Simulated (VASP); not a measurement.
# Cu (Cmcm) in VASP: notebook

Cu is run at these levels: r2SCAN, PBEsol; tasks: single point.

Program: VASP 6.6.1. These are calculated values, not measurements. Logs are shortened: lines on timing, memory, paths and dates and some standing lists are left out, and cuts for length are marked.

### Step 1. The cell of the first run

It takes space group Cmcm (No. 63, orthorhombic). The conventional cell has a = 2.421 Å, b = 7.899 Å, c = 2.459 Å, α = 90.00°, β = 90.00°, γ = 90.00°. Within 3.2 Å of Cu (site symmetry m2m) lie 10 Cu at 2.42 to 2.52 Å.

### Step 2. Single point, r2SCAN

File POSCAR:

```
Cu
1.0
    1.2102858349     -3.9496901055      0.0000000000
    1.2102858349      3.9496901055      0.0000000000
    0.0000000000      0.0000000000      2.4588809590
Cu
2
Direct
    0.8661333500      0.1338666500      0.7500000000
    0.1338666500      0.8661333500      0.2500000000
```

File INCAR.step1:

```
SYSTEM = Cu
  PREC = Accurate
  ENCUT = 520
  ISMEAR = -1
  SIGMA = 0.05
  LREAL = .False.
  LASPH = .True.
  NELM = 80
  NBANDS = 18
  GGA = PE
  ALGO = Normal
  EDIFF = 1E-4
  LWAVE = .True.
  LCHARG = .False.
```

File INCAR.step2:

```
SYSTEM = Cu
  PREC = Accurate
  ENCUT = 520
  EDIFF = 1E-6
  ISMEAR = -1
  SIGMA = 0.05
  LREAL = .False.
  LASPH = .True.
  NELM = 80
  ALGO = Normal
  ISIF = 2
  LWAVE = .False.
  LCHARG = .True.
  METAGGA = R2SCAN
  LMIXTAU = .True.
  LELF = .True.
  LVHAR = .True.
  NBANDS = 18
  ISTART = 1
```

File KPOINTS:

```
regular mesh
0
Gamma
  11 11 11
  0 0 0
```

Potentials or basis: VASP PAW PBE potentials, release 64 (Cu).

Run with:

```sh
cat potpaw_PBE.64/Cu/POTCAR > POTCAR
cp INCAR.step1 INCAR
mpirun -np 1 vasp_std > vasp.out
cp INCAR.step2 INCAR
mpirun -np 1 vasp_std > vasp.out
```

OUTCAR:

```text
SYSTEM = Cu
   PREC = Accurate
   ENCUT = 520
   EDIFF = 1E-6
   ISMEAR = -1
   LREAL = .False.
   LASPH = .True.
   NELM = 80
   ISIF = 2
   METAGGA = R2SCAN
   ISTART = 1

 ion  position               nearest neighbor table
   1  0.866  0.134  0.750-   2 2.45   2 2.45   2 2.52   2 2.52   2 2.52   2 2.52
   2  0.134  0.866  0.250-   1 2.45   1 2.45   1 2.52   1 2.52   1 2.52   1 2.52

  LATTYP: Found a base centered orthorhombic cell.
 ALAT       =     2.4205716698
 B/A-ratio  =     3.2634357865
 C/A-ratio  =     1.0158265461

  Lattice vectors:

 A1 = (   1.2102858349,  -3.9496901055,   0.0000000000)
 A2 = (   1.2102858349,   3.9496901055,   0.0000000000)
 A3 = (   0.0000000000,   0.0000000000,   2.4588809590)

Analysis of symmetry for initial positions (statically):
=====================================================================
 Subroutine PRICEL returns:
 Original cell was already a primitive cell.

 Routine SETGRP: Setting up the symmetry group for a
 base centered orthorhombic supercell.

 Subroutine GETGRP returns: Found  8 space group operations
 (whereof  4 operations were pure point group operations)
 out of a pool of  8 trial point group operations.

The static configuration has the point symmetry C_2h.
 The point group associated with its full space group is D_2h.

Analysis of symmetry for dynamics (positions and initial velocities):
=====================================================================
 Subroutine PRICEL returns:
 Original cell was already a primitive cell.

 Routine SETGRP: Setting up the symmetry group for a
 base centered orthorhombic supercell.

 Subroutine GETGRP returns: Found  8 space group operations
 (whereof  4 operations were pure point group operations)
 out of a pool of  8 trial point group operations.

The dynamic configuration has the point symmetry C_2h.
 The point group associated with its full space group is D_2h.

 Subroutine INISYM returns: Found  8 space group operations
 (whereof  4 operations are pure point group operations),
 and found     1 'primitive' translations

----------------------------------------------------------------------------------------

                                     Primitive cell

  volume of cell :      23.5082

  direct lattice vectors                    reciprocal lattice vectors
     1.210285835 -3.949690106  0.000000000     0.413125549 -0.126592210  0.000000000
     1.210285835  3.949690106  0.000000000     0.413125549  0.126592210  0.000000000
     0.000000000  0.000000000  2.458880959     0.000000000  0.000000000  0.406689066

  length of vectors
     4.130961599  4.130961599  2.458880959     0.432085995  0.432085995  0.406689066

  position of ions in fractional coordinates (direct lattice)
     0.866133350  0.133866650  0.750000000
     0.133866650  0.866133350  0.250000000

  ion indices of the primitive-cell ions
   primitive index   ion index
                 1           1
                 2           2

----------------------------------------------------------------------------------------

 KPOINTS: regular mesh

Automatic generation of k-mesh.
 Grid dimensions read from file:
 generate k-points for:   11   11   11

 Generating k-lattice:

  Cartesian coordinates                     Fractional coordinates (reciprocal lattice)
     0.037556868 -0.011508383  0.000000000     0.090909091 -0.000000000  0.000000000
     0.037556868  0.011508383  0.000000000    -0.000000000  0.090909091  0.000000000
     0.000000000  0.000000000  0.036971733     0.000000000  0.000000000  0.090909091

  Length of vectors
     0.039280545  0.039280545  0.036971733

  Shift w.r.t. Gamma in fractional coordinates (k-lattice)
     0.000000000  0.000000000  0.000000000

 Subroutine IBZKPT returns following result:
 ===========================================

 Found    216 irreducible k-points:

 Following reciprocal coordinates:
            Coordinates               Weight
  0.000000  0.000000  0.000000      1.000000
  0.090909  0.000000  0.000000      4.000000
  0.181818 -0.000000  0.000000      4.000000
  0.272727  0.000000  0.000000      4.000000
  0.363636  0.000000  0.000000      4.000000
  0.454545 -0.000000  0.000000      4.000000
[... 16 lines left out ...]
 -0.272727  0.181818  0.000000      4.000000
 -0.181818  0.181818  0.000000      2.000000
 [... further k-points ...]
   k-points           NKPTS =    216   k-points in BZ     NKDIM =    216   number of bands    NBANDS=     18
   number of dos      NEDOS =    301   number of ions     NIONS =      2
   total plane-waves  NPLWV =  18432
   dimension x,y,z NGX =    32 NGY =   32 NGZ =   18
   dimension x,y,z NGXF=    64 NGYF=   64 NGZF=   36
   ions per type =               2
   NGX,Y,Z   is equivalent  to a cutoff of  12.88, 12.88, 12.17 a.u.
   NGXF,Y,Z  is equivalent  to a cutoff of  25.76, 25.76, 24.34 a.u.
 SYSTEM =  Cu
   PREC   = accura    normal or accurate (medium, high low for compatibility)
   ISTART =      1    job   : 0-new  1-cont  2-samecut
   ICHARG =      0    charge: 1-file 2-atom 10-const
   ISPIN  =      1    spin polarized calculation?
   LNONCOLLINEAR =      F non collinear calculations
   LSORBIT =      F    spin-orbit coupling
   LASPH  =      T    aspherical Exc in radial PAW
   ENCUT  =  520.0 eV  38.22 Ry    6.18 a.u.   7.68  7.68  4.57*2*pi/ulx,y,z
   NELM   =     80;   NELMIN=  2; NELMDL=  0     # of ELM steps
   EDIFF  = 0.1E-05   stopping-criterion for ELM
   LREAL  =      F    real-space projection
   EDIFFG = 0.1E-04   stopping-criterion for IOM
   NSW    =      0    number of steps for IOM
   IBRION =     -1    ionic relax: 0-MD 1-quasi-New 2-CG
   NFREE  =      0    steps in history (QN), initial steepest desc. (CG)
   ISIF   =      2    stress and relaxation
   ISYM   =      2    0-nonsym 1-usesym 2-fastsym
   POTIM  = 0.5000    time-step for ionic-motion
   TEBEG  =    0.0;   TEEND  =   0.0 temperature during run
   PSTRESS=    0.0 pullay stress
   NELECT =      22.0000    total number of electrons
   NUPDOWN=      -1.0000    fix difference up-down
   EMIN   =  10.00;   EMAX   =-10.00  energy-range for DOS
   EFERMI =   0.00;   METHOD = LEGACY
   ISMEAR =    -1;   SIGMA  =   0.05  broadening in eV -4-tet -1-fermi 0-gaus
   EFERMI_NEDOS =   21; number of points for ismear=-14 and -15
   IALGO  =     38    algorithm
   IMIX   =      4    mixing-type and parameters
     AMIX     =   0.40;   BMIX     =  1.00
     AMIX_MAG =   1.60;   BMIX_MAG =  1.00
  volume/ion in A,a.u.               =      11.75        79.32
  Fermi-wavevector in a.u.,A,eV,Ry     =   1.601313  3.026043 34.888105  2.564203
  Thomas-Fermi vector in A             =   2.698311
   LORBIT       =      0    0 simple, 1 ext, 2 COOP (PROOUT), +10 PAW based schemes
   METAGGA = R2SCAN    functional components
   LHFCALC =     F    Hartree Fock is set to
   AEXX    =    0.0000 exact exchange contribution
   IVDW    =     0    specifies the selected vdW correction
   LEPSILON=     F    determine dielectric tensor
   LRPA    =     F    only Hartree local field effects (RPA)
 non-spin polarized calculation
  energy-cutoff  :      520.00
  volume of cell :       23.51
 maximum number of plane-waves:       660
   NGX = 15   NGY = 15   NGZ =  9

 number of electron      21.9999986 magnetization

 Free energy of the ion-electron system (eV)
  ---------------------------------------------------
  ext. energy  EPLUGINS =         0.00000000
  ---------------------------------------------------
  free energy    TOTEN  =       -21.34378595 eV

  energy without entropy =      -21.33996883  energy(sigma->0) =      -21.34187739

 E-fermi :   7.4988     XC(G=0): -13.7110

 val. band max:        7.4646665174   @ k =  -0.4545   0.2727   0.4545
 cond. band min:       7.5293309871   @ k =  -0.3636   0.2727   0.2727
 fundamental gap:      0.0646644697
 Fermi energy:         7.4988021298

 k-point     1 :       0.0000    0.0000    0.0000
  band No.  band energies     occupation
      1      -2.2261      2.00000
      2       2.2212      2.00000
      3       3.0270      2.00000
      4       3.5314      2.00000
      5       4.2744      2.00000
      6       4.5393      2.00000
[... 10 lines left out ...]
     17      27.9598      0.00000
     18      30.1188      0.00000

 k-point     2 :       0.0909    0.0000    0.0000
  band No.  band energies     occupation
      1      -1.9753      2.00000
      2       2.3134      2.00000
      3       3.1203      2.00000
      4       3.6190      2.00000
      5       4.3024      2.00000
      6       4.5268      2.00000
[... 10 lines left out ...]
     17      28.7140      0.00000
     18      31.9936      0.00000

 k-point     3 :       0.1818   -0.0000    0.0000
  band No.  band energies     occupation
      1      -1.2443      2.00000
      2       2.5374      2.00000
      3       3.3609      2.00000
      4       3.8222      2.00000
      5       4.2173      2.00000
      6       4.3750      2.00000
[... 10 lines left out ...]
     17      29.0695      0.00000
     18      32.4430      0.00000

 k-point     4 :       0.2727    0.0000    0.0000
  band No.  band energies     occupation
      1      -0.1181      2.00000
      2       2.7582      2.00000
      3       3.5387      2.00000
      4       3.6230      2.00000
      5       4.2898      2.00000
      6       4.4571      2.00000
[... 375 lines left out ...]
      4       3.8463      2.00000
      5       3.9676      2.00000
      6       4.5100      2.00000
[... 10 lines left out ...]
     17      29.3523      0.00000
     18      29.8972      0.00000

 k-point    23 :      -0.2727    0.1818    0.0000
  band No.  band energies     occupation
      1      -1.4675      2.00000
      2       2.1511      2.00000
      3       2.9985      2.00000
      4       3.6924      2.00000
      5       4.2592      2.00000
      6       4.4650      2.00000
[... 10 lines left out ...]
     17      28.9793      0.00000
     18      30.3552      0.00000

 k-point    24 :      -0.1818    0.1818    0.0000
  band No.  band energies     occupation
      1      -1.8819      2.00000
      2       2.1220      2.00000
      3       2.9467      2.00000
      4       3.5853      2.00000
      5       4.3880      2.00000
      6       4.4107      2.00000
[... 10 lines left out ...]
     17      29.8661      0.00000
     18      30.0820      0.00000

 [... further k-points ...]

------------------------ aborting loop because EDIFF is reached ----------------------------------------

  FORCE on cell =-STRESS in cart. coord.  units (eV):
  Direction    XX          YY          ZZ          XY          YZ          ZX
  --------------------------------------------------------------------------------------
  -------------------------------------------------------------------------------------
  Total        0.5905714      0.5442632      0.6747769      0.0000000      0.0000000      0.0000000
  in kB       40.2498710     37.0937815     45.9888238      0.0000000      0.0000000      0.0000000
  external PRESSURE =      41.1108254 kB  Pullay stress =       0.0000000 kB

 VOLUME and BASIS-vectors are now :
 -----------------------------------------------------------------------------
  energy-cutoff  :      520.00
  volume of cell :       23.51
      direct lattice vectors                 reciprocal lattice vectors
     1.210285835 -3.949690106  0.000000000     0.413125549 -0.126592210  0.000000000
     1.210285835  3.949690106  0.000000000     0.413125549  0.126592210  0.000000000
     0.000000000  0.000000000  2.458880959     0.000000000  0.000000000  0.406689066

 POSITION                                       TOTAL-FORCE (eV/Angst)
 -----------------------------------------------------------------------------------
      1.21029     -2.89223      1.84416         0.000000     -0.049971     -0.000000
      1.21029      2.89223      0.61472         0.000000      0.049971      0.000000
 -----------------------------------------------------------------------------------
    total drift:                                0.000000      0.000000      0.000000

  FREE ENERGIE OF THE ION-ELECTRON SYSTEM (eV)
  ---------------------------------------------------
  free  energy   TOTEN  =       -21.3437859450 eV

  energy  without entropy=      -21.3399688324  energy(sigma->0) =      -21.34187739
```

Wall time 3.5 min (1 thread of Intel Xeon Platinum 8375C at 2.90GHz (Ice Lake), shared host); peak memory 0.21 GiB.

Results:

```yaml
Free_energy: -21.3438 eV
Pressure: 4.1 GPa
Largest_force: 0.050 eV/Å
Band_gap_on_the_k_mesh: zero (bands 11 and 12 overlap by 5.84 eV)
```

Forces in eV/Å, atoms in the order of the input:
```
Cu   0.000 -0.050  0.000
Cu   0.000  0.050  0.000
```

Stress tensor (GPa, compression positive):
```
4.02 0.00 0.00
0.00 3.71 0.00
0.00 0.00 4.60
```

Caveat: the cell stands under pressure; the PAW data sets were made with another functional, which shifts forces and pressure a little.

[end of part 1 of 2]

The gap in the log of VASP goes by the Fermi energy; the results here count the filled bands.